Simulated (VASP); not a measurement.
ZnPt, 2 atoms in the cell. Symmetry: P4/mmm, No. 123, tetragonal system. Conventional cell: a = 2.864 Å, b = 2.864 Å, c = 3.510 Å, α = 90.00°, β = 90.00°, γ = 90.00°. Within 3.6 Å of Zn (site symmetry 4/mmm) lie 8 Pt at 2.68 Å and 6 Zn at 2.86 to 3.51 Å. Within 3.6 Å of Pt (site symmetry 4/mmm) lie 8 Zn at 2.68 Å and 6 Pt at 2.86 to 3.51 Å. 

| Quantity | Value |
| --- | --- |
| Program | VASP 6.6.1 |
| Task | single point |
| Functional | PBEsol |
| Potentials or basis | VASP PAW PBE potentials, release 64 (Zn, Pt) |
| Cutoff | 520 eV |
| k mesh | 18 × 18 × 16 |
| Occupations | gaussian, width 0.15 eV |
| Spin | no spin polarisation |
| Dipole correction | no |
| Further INCAR settings | ALGO = Fast; EDIFF = 1e-06; NBANDS = 18 |

Potentials or basis: VASP PAW PBE potentials, release 64 (Zn, Pt).

Run with:

```sh
$ cat potpaw_PBE.64/Zn/POTCAR potpaw_PBE.64/Pt/POTCAR > POTCAR
$ mpirun -np 1 vasp_std > vasp.out
```

Hardware: 1 thread of AMD EPYC 7R43 64-Core Processor (Zen 3), on a shared host.

Problem. How long does it take, and how much memory?

Solution. Wall time 8.7 min on 1 thread of AMD EPYC 7R43 64-Core Processor (Zen 3), on a shared host, peak memory 0.32 GiB. Counts: scf iterations 13, k points 495.
